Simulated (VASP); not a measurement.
Here is a VASP 6.6.1 calculation.

The input INCAR:

```
SYSTEM = Be
ALGO = Fast
EDIFF = 1E-6
ENCUT = 520
GGA = PS
ISIF = 2
ISMEAR = 0
LASPH = .TRUE.
LCHARG = .FALSE.
LREAL = .FALSE.
LWAVE = .FALSE.
NBANDS = 9
NELM = 100
PREC = Accurate
SIGMA = 0.15
```

File KPOINTS:

```
k-points
0
G
  24 24 14
  0 0 0
```

POSCAR

```
Be
1.0
    2.2420144353      0.0000000000      0.0000000000
   -1.1210072177      1.9416414566      0.0000000000
    0.0000000000      0.0000000000      3.7809450000
Be
2
Direct
    0.3333333333      0.6666666667      0.2500000000
    0.6666666667      0.3333333333      0.7500000000
```

Potentials or basis: VASP PAW PBE potentials, release 64 (Be).

Run with:

```sh
$ cat potpaw_PBE.64/Be/POTCAR > POTCAR
$ mpirun -np 1 vasp_std > vasp.out
```

Problem. What does it give for the pressure?

Solution. -5.0 GPa.

Problem. Predict the band gap on the k mesh.

Solution. Zero (band 2 reaches 7.52 eV, above the bottom of band 3 at 5.96 eV).

Stress tensor (GPa, compression positive):
```
  1.35   0.00   0.00
  0.00   1.35   0.00
  0.00   0.00 -17.74
```

Caveat: the cell differs from its parent crystal (strain -0.025 along x and y, +0.050 along z); the PAW data sets were made with another functional, which shifts forces and pressure a little.
